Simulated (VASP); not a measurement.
# Ge in VASP: notebook, part 2 of 2

VASP 6.6.1. The steps go on from the part before.

### 4 Single point, PBE+D3(BJ) (layers slid over each other)

INCAR reads:

```
SYSTEM = Ge
ALGO     = Normal         ! electronic algorithm
DIPOL    = 0.5 0.5 0.387
EDIFF    = 1E-6           ! SCF threshold, eV
ENCUT    = 520            ! plane-wave cutoff, eV
GGA      = PE             ! functional
IDIPOL   = 3            
ISIF     = 2              ! what is computed and relaxed
ISMEAR   = 0              ! smearing method
IVDW     = 12             ! dispersion correction
LASPH    = .TRUE.         ! aspherical terms in the spheres
LCHARG   = .FALSE.        ! write CHGCAR
LDIPOL   = .TRUE.       
LREAL    = .FALSE.        ! projectors in reciprocal space
LWAVE    = .FALSE.        ! write WAVECAR
NBANDS   = 36             ! bands
NELM     = 100            ! most SCF steps
PREC     = Accurate       ! precision mode
SIGMA    = 0.1            ! smearing width, eV
```

KPOINTS reads:

```
k-points
0
G
  9 9 1
  0 0 0
```

POSCAR reads:

```
Ge
1.0
    4.0226895355      0.0000000000      0.0000000000
   -2.0113447678      3.4837513293      0.0000000000
    0.0000000000      0.0000000000     18.8685220287
Ge
4
Direct
    0.3333333333      0.6666666667      0.2747571329
    0.6666666667      0.3333333333      0.2384924475
    0.2222222222      1.6666666667      0.5362646853
    0.5555555556      1.3333333333      0.5000000000
```

Potentials or basis: VASP PAW PBE potentials, release 64 (Ge_d).

Command:

```bash
$ cat potpaw_PBE.64/Ge_d/POTCAR > POTCAR
$ mpirun -np 1 vasp_std > vasp.out
```

OUTCAR:

```text
SYSTEM = Ge
   EDIFF = 1E-6
   ENCUT = 520
   GGA = PE
   ISIF = 2
   ISMEAR = 0
   IVDW = 12
   LASPH = .TRUE.
   LREAL = .FALSE.
   NELM = 100
   PREC = Accurate
 IVDW          = 12

 ion  position               nearest neighbor table
   1  0.333  0.667  0.275-   2 2.42   2 2.42   2 2.42
   2  0.667  0.333  0.238-   1 2.42   1 2.42   1 2.42
   3  0.222  0.667  0.536-   4 2.42   4 2.42   4 2.42
   4  0.556  0.333  0.500-   3 2.42   3 2.42   3 2.42

  LATTYP: Found a hexagonal cell.
 ALAT       =     4.0226895355
 C/A-ratio  =     4.6905240542

  Lattice vectors:

 A1 = (   4.0226895355,   0.0000000000,   0.0000000000)
 A2 = (  -2.0113447678,   3.4837513293,   0.0000000000)
 A3 = (   0.0000000000,   0.0000000000,  18.8685220287)

Analysis of symmetry for initial positions (statically):
=====================================================================
 Subroutine PRICEL returns:
 Original cell was already a primitive cell.

 Routine SETGRP: Setting up the symmetry group for a
 hexagonal supercell.

 Subroutine GETGRP returns: Found  2 space group operations
 (whereof  1 operations were pure point group operations)
 out of a pool of 24 trial point group operations.

The static configuration has the point symmetry C_1 .
 The point group associated with its full space group is S_2 .

Analysis of symmetry for dynamics (positions and initial velocities):
=====================================================================
 Subroutine PRICEL returns:
 Original cell was already a primitive cell.

 Routine SETGRP: Setting up the symmetry group for a
 hexagonal supercell.

 Subroutine GETGRP returns: Found  2 space group operations
 (whereof  1 operations were pure point group operations)
 out of a pool of 24 trial point group operations.

The dynamic configuration has the point symmetry C_1 .
[... 128 lines left out ...]
   LORBIT       =      0    0 simple, 1 ext, 2 COOP (PROOUT), +10 PAW based schemes
   GGA     = PE    functional components
   LHFCALC =     F    Hartree Fock is set to
   AEXX    =    0.0000 exact exchange contribution
   IVDW    =    12    specifies the selected vdW correction
   LEPSILON=     F    determine dielectric tensor
   LRPA    =     F    only Hartree local field effects (RPA)
 non-spin polarized calculation
 Gauss-broadening in eV      SIGMA  =   0.10
  energy-cutoff  :      520.00
  volume of cell :      264.42
 maximum number of plane-waves:      7165
 NGX is ok and might be reduce to    30
   NGX = 15   NGY = 15   NGZ = 71

 dipolmoment           0.000000      0.000000      0.000116 electrons x Angstroem

 number of electron      55.9999988 magnetization

 dipolmoment           0.000000      0.000000     -0.000004 electrons x Angstroem

 Free energy of the ion-electron system (eV)
  ---------------------------------------------------
  ext. energy  EPLUGINS =         0.00000000
  ---------------------------------------------------
  free energy    TOTEN  =       -16.16988885 eV

  energy without entropy =      -16.16979051  energy(sigma->0) =      -16.16983968

 E-fermi :  -1.3447     XC(G=0):  -4.4541

 val. band max:       -1.5293695400   @ k =   0.3333   0.3333   0.0000
 cond. band min:      -1.1598087113   @ k =   0.3333   0.3333   0.0000
 fundamental gap:      0.3695608287
 Fermi energy:        -1.3446727345

 k-point     1 :       0.0000    0.0000    0.0000
  band No.  band energies     occupation
      1     -25.8482      2.00000
      2     -25.8482      2.00000
      3     -25.8482      2.00000
      4     -25.8481      2.00000
      5     -25.7979      2.00000
      6     -25.7978      2.00000
[... 925 lines left out ...]
     35       4.4210      0.00000
     36       4.8958      0.00000

 [... further k-points ...]

------------------------ aborting loop because EDIFF is reached ----------------------------------------

 vacuum level on the upper side and lower side of the slab       (xc-potential included)        -0.112        -0.111

 Edisp (eV)   -0.76073

 E8    (eV) :    -0.3481

  FORCE on cell =-STRESS in cart. coord.  units (eV):
  Direction    XX          YY          ZZ          XY          YZ          ZX
  --------------------------------------------------------------------------------------
  -------------------------------------------------------------------------------------
  Total      -0.18430    -0.19246    -0.55323     0.00471     0.01111    -0.04179
  in kB      -1.11671    -1.16614    -3.35206     0.02853     0.06732    -0.25318
  external pressure =       -1.88 kB  Pullay stress =        0.00 kB

 VOLUME and BASIS-vectors are now :
 -----------------------------------------------------------------------------
  energy-cutoff  :      520.00
  volume of cell :      264.42
      direct lattice vectors                 reciprocal lattice vectors
     4.022689535  0.000000000  0.000000000     0.248589903  0.143523447  0.000000000
    -2.011344768  3.483751329  0.000000000     0.000000000  0.287046894  0.000000000
     0.000000000  0.000000000 18.868522029     0.000000000  0.000000000  0.052998322

 POSITION                                       TOTAL-FORCE (eV/Angst)
 -----------------------------------------------------------------------------------
     -0.00000      2.32250      5.18426         0.004830     -0.002784      0.099147
      2.01134      1.16125      4.50000         0.003916      0.000110      0.016315
     -0.44697      2.32250     10.11852        -0.003916     -0.000110     -0.016315
      1.56438      1.16125      9.43426        -0.004830      0.002784     -0.099147
 -----------------------------------------------------------------------------------
    total drift:                                0.000258      0.000001     -0.000063

  FREE ENERGIE OF THE ION-ELECTRON SYSTEM (eV)
  ---------------------------------------------------
  free  energy   TOTEN  =       -16.9306146394 eV

  energy  without entropy=      -16.9305163009  energy(sigma->0) =      -16.93056547

 vacuum level on the upper side and lower side of the slab         3.032         3.034
```

stdout:

```text
POSCAR found type information on POSCAR Ge
 POSCAR found :  1 types and       4 ions
 scaLAPACK will be used
 LDA part: xc-table for (Slater+PW92), standard interpolation
 POSCAR, INCAR and KPOINTS ok, starting setup
 FFT: planning ... GRIDC
 FFT: planning ... GRID_SOFT
 FFT: planning ... GRID
 WAVECAR not read
 entering main loop
```

Run time: 9.8 min. Hardware: 1 thread of Oxide Virtual Turin-like, shared host; peak memory 0.49 GiB.

Results:

```
Free energy                : -16.9306 eV
Largest force              : 0.099 eV/Å
Band gap on the k mesh     : 0.37 eV
Dispersion energy per atom : -0.190 eV
```

Forces in eV/Å, atoms in the order of the input:
```
Ge   0.005 -0.003  0.099
Ge   0.004  0.000  0.016
Ge  -0.004  0.000 -0.016
Ge  -0.005  0.003 -0.099
```

Levels at points of the mesh, in eV from the valence-band top:
```tsv
k point	band 25	band 26	band 27	band 28	band 29	band 30	band 31	band 32
(0.00, 0.00, 0.00)	-0.27	-0.27	-0.25	-0.24	0.71	0.81	2.19	3.32
```

Caveat: the cell differs from its parent crystal (layers slid over each other); semilocal functionals underestimate gaps, and a narrow one can read as zero.

### 5 Single point, PBE+D3(BJ) (layers slid over each other)

INCAR reads:

```
PREC     = Accurate       # precision mode
ENCUT    = 520            # plane-wave cutoff, eV
EDIFF    = 1E-7           # SCF threshold, eV
ISMEAR   = 0              # smearing method
SIGMA    = 0.1            # smearing width, eV
LREAL    = F              # projectors in reciprocal space
LASPH    = T              # aspherical terms in the spheres
NELM     = 80             # most SCF steps
ALGO     = Normal         # electronic algorithm
ISIF     = 2              # what is computed and relaxed
LWAVE    = F              # write WAVECAR
LCHARG   = F              # write CHGCAR
LDIPOL   = T            
IDIPOL   = 3            
DIPOL    = 0.5 0.5 0.387
GGA      = PE             # functional
IVDW     = 12             # dispersion correction
NBANDS   = 36             # bands
```

KPOINTS reads:

```
Automatic mesh
0
Gamma
  9 9 1
```

Changes to POSCAR since step 4:

```diff
@@ -10,3 +10,3 @@
     0.6666666667      0.3333333333      0.2384924475
-    0.2222222222      1.6666666667      0.5362646853
-    0.5555555556      1.3333333333      0.5000000000
+    0.6666666667      1.2222222222      0.5362646853
+    1.0000000000      0.8888888889      0.5000000000
```

Command:

```bash
$ cat potpaw_PBE.64/Ge_d/POTCAR > POTCAR
$ mpirun -np 1 vasp_std > vasp.out
```

Wall time 12 min (1 thread of Oxide Virtual Turin-like, shared host); peak memory 0.49 GiB.

It converged, with:

```yaml
Free_energy: -16.9308 eV
Largest_force: 0.103 eV/Å
Band_gap_on_the_k_mesh: 0.15 eV
Dispersion_energy_per_atom: -0.190 eV
```

Forces on the atoms (eV/Å):
```
Ge  -0.008  0.010  0.102
Ge   0.001 -0.002  0.027
Ge  -0.001  0.002 -0.027
Ge   0.008 -0.010 -0.102
```

Levels at points of the mesh, in eV from the valence-band top:
| k point | band 26 | band 27 | band 28 | band 29 | band 30 | band 31 |
| --- | --- | --- | --- | --- | --- | --- |
| (0.00, 0.00, 0.00) | -0.36 | -0.35 | -0.35 | 0.60 | 0.74 | 2.06 |

Caveat: the cell differs from its parent crystal (layers slid over each other); semilocal functionals underestimate gaps, and a narrow one can read as zero.

### 6 The runs side by side

```csv
cell,gap on the mesh (eV),largest force (eV/Å)
"as given, atomic positions A",0.19,0.12
"as given, atomic positions B",0.06,0.16
"as given, atomic positions C",0.37,0.10
"as given, atomic positions D",0.15,0.10
```

Alike in all rows: task single point; level PBE+D3(BJ); potentials or basis VASP PAW PBE potentials, release 64 (Ge_d); no spin polarisation; k mesh 9 × 9 × 1; cutoff (eV) 520; smearing gaussian 0.1 eV.

Caveats: semilocal functionals underestimate gaps, and a narrow one can read as zero.

Total energies depend on the potentials used, so only differences within one code and one set of settings carry meaning.
